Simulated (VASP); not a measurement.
# Sb (P6_3/mmc) in VASP: notebook, part 2 of 2

VASP 6.6.1.

**4. Single point, PBE**

This run uses another cell than the first one, of 27.44 Å³/atom.

The input, INCAR:

```
PREC = Accurate
ENCUT = 520
EDIFF = 1E-6
ISMEAR = -1
SIGMA = 0.05
LREAL = False
LASPH = True
NELM = 100
ALGO = Normal
ISIF = 2
LWAVE = False
LCHARG = True
GGA = PE
LELF = True
LVHAR = True
NBANDS = 12
```

The input, KPOINTS:

```
Automatic mesh
0
Gamma
  13 13 7
```

The input, POSCAR:

```
Sb
1.0
    3.4565403489      0.0000000000      0.0000000000
   -1.7282701744      2.9934517514      0.0000000000
    0.0000000000      0.0000000000      5.3039431542
Sb
2
Direct
    0.3333333333      0.6666666667      0.2500000000
    0.6666666667      0.3333333333      0.7500000000
```

Potentials or basis: VASP PAW PBE potentials, release 64 (Sb).

The run is started by

```console
cat potpaw_PBE.64/Sb/POTCAR > POTCAR
mpirun -np 1 vasp_std > vasp.out
```

OUTCAR:

```text
PREC = Accurate
   ENCUT = 520
   EDIFF = 1E-6
   ISMEAR = -1
   LREAL = False
   LASPH = True
   NELM = 100
   ISIF = 2
   GGA = PE

 ion  position               nearest neighbor table
   1  0.333  0.667  0.250-   2 3.32   2 3.32   2 3.32   2 3.32   2 3.32   2 3.32
   2  0.667  0.333  0.750-   1 3.32   1 3.32   1 3.32   1 3.32   1 3.32   1 3.32

  LATTYP: Found a hexagonal cell.
 ALAT       =     3.4565403489
 C/A-ratio  =     1.5344658586

  Lattice vectors:

 A1 = (   3.4565403489,   0.0000000000,   0.0000000000)
 A2 = (  -1.7282701744,   2.9934517514,   0.0000000000)
 A3 = (   0.0000000000,   0.0000000000,   5.3039431542)

Analysis of symmetry for initial positions (statically):
=====================================================================
 Subroutine PRICEL returns:
 Original cell was already a primitive cell.

 Routine SETGRP: Setting up the symmetry group for a
 hexagonal supercell.

 Subroutine GETGRP returns: Found 24 space group operations
 (whereof 12 operations were pure point group operations)
 out of a pool of 24 trial point group operations.

[... 176 lines left out ...]
      4      11.0924      0.00000
      5      11.0924      0.00000
      6      12.9099      0.00000
      7      12.9099      0.00000
      8      14.3067      0.00000
      9      15.1111      0.00000
     10      16.8480      0.00000
     11      17.8567      0.00000
     12      17.8567      0.00000
[... 331 lines left out ...]
 k-point    24 :       0.1538    0.0000    0.1429
  band No.  band energies     occupation
      1      -4.0160      2.00000
      2      -0.5187      2.00000
      3       3.8560      2.00000
      4       8.4904      0.03191
      5      10.1542      0.00000
      6      10.9379      0.00000
      7      12.8144      0.00000
      8      12.9192      0.00000
      9      14.9961      0.00000
     10      17.1858      0.00000
     11      17.4659      0.00000
     12      17.9124      0.00000

 [... further k-points ...]

------------------------ aborting loop because EDIFF is reached ----------------------------------------

  FORCE on cell =-STRESS in cart. coord.  units (eV):
  Direction    XX          YY          ZZ          XY          YZ          ZX
  --------------------------------------------------------------------------------------
  -------------------------------------------------------------------------------------
  Total       -0.0504122     -0.0504122     -0.0614715     -0.0000000      0.0000000      0.0000000
  in kB       -1.4717474     -1.4717474     -1.7946166     -0.0000000      0.0000000      0.0000000
  external PRESSURE =      -1.5793705 kB  Pullay stress =       0.0000000 kB

 VOLUME and BASIS-vectors are now :
 -----------------------------------------------------------------------------
  energy-cutoff  :      520.00
  volume of cell :       54.88
      direct lattice vectors                 reciprocal lattice vectors
     3.456540349  0.000000000  0.000000000     0.289306618  0.167031254  0.000000000
    -1.728270174  2.993451751  0.000000000     0.000000000  0.334062508  0.000000000
     0.000000000  0.000000000  5.303943154     0.000000000  0.000000000  0.188538974

 POSITION                                       TOTAL-FORCE (eV/Angst)
 -----------------------------------------------------------------------------------
     -0.00000      1.99563      1.32599         0.000000     -0.000000      0.000000
      1.72827      0.99782      3.97796        -0.000000      0.000000      0.000000
 -----------------------------------------------------------------------------------
    total drift:                               -0.000000      0.000000      0.000000

  FREE ENERGIE OF THE ION-ELECTRON SYSTEM (eV)
  ---------------------------------------------------
  free  energy   TOTEN  =        -7.7304478575 eV

  energy  without entropy=       -7.7190782891  energy(sigma->0) =       -7.72476307
```

It took 70 s on 1 thread of Intel Xeon 8259CL, shared host; peak memory 0.2 GiB.

What came out:

```yaml
Free_energy: -7.7304 eV
Pressure: -0.2 GPa
Band_gap_on_the_k_mesh: zero (bands 5 and 6 overlap by 6.05 eV)
```

Levels at points of the mesh, in eV from the Fermi level:
```
           k point  band 1  band 2  band 3  band 4  band 5  band 6  band 7  band 8  band 9  band 10
(0.00, 0.00, 0.00)  -12.80   -8.56   -5.58    2.81    2.81    4.63    4.63    6.02    6.83     8.56
```

Caveat: spin-orbit coupling is left out, which moves the levels of the heavy elements.

**5. The runs side by side**

| cell | gap on the mesh (eV) | pressure (GPa) |
| --- | --- | --- |
| a = 3.387, b = 3.387, c = 5.197 Å, angles 90.0, 90.0, 120.0°, 2 atoms | none | 3.9 |
| a = 3.422, b = 3.422, c = 5.250 Å, angles 90.0, 90.0, 120.0°, 2 atoms | none | 1.7 |
| a = 3.457, b = 3.457, c = 5.304 Å, angles 90.0, 90.0, 120.0°, 2 atoms | none | -0.2 |

Alike in all rows: task single point; level PBE; potentials or basis VASP PAW PBE potentials, release 64 (Sb); no spin polarisation; k mesh 13 × 13 × 7; cutoff (eV) 520; smearing fermi-dirac 0.05 eV.

Caveats: spin-orbit coupling is left out, which moves the levels of the heavy elements; the cell stands under pressure (at least some runs).

Absolute energies hang on the potentials; compare differences alone.
